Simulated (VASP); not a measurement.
The system is Re.

```
Re
1.0
     0.00000    1.93048    1.93048
     1.93048    0.00000    1.93048
     1.93048    1.93048    0.00000
Re
1
Cartesian
  0.0000 0.0000 0.0000
```

Base run:

* Program: VASP 6.6.1
* Functional: LDA
* Potentials or basis: VASP PAW LDA potentials, release 64 (Re)
* Cutoff: 520 eV
* k mesh: 18 × 18 × 18
* Occupations: fermi-dirac, width 0.08 eV
* Spin: no spin polarisation

Its results: pressure 1.4 GPa.

Q: The run is repeated on the same cell with these changes: potentials or basis from VASP PAW LDA potentials, release 64 (Re) to VASP PAW LDA potentials, release 64 (Re_sv_GW); cutoff from 520 eV to 500 eV; further incar settings from ALGO = Normal; EDIFF = 1e-07; NBANDS = 10 to ALGO = Normal; EDIFF = 1e-06; NBANDS = 14; valence electrons from 7 to 15. What comes out?

A: Pressure -1.1 GPa.
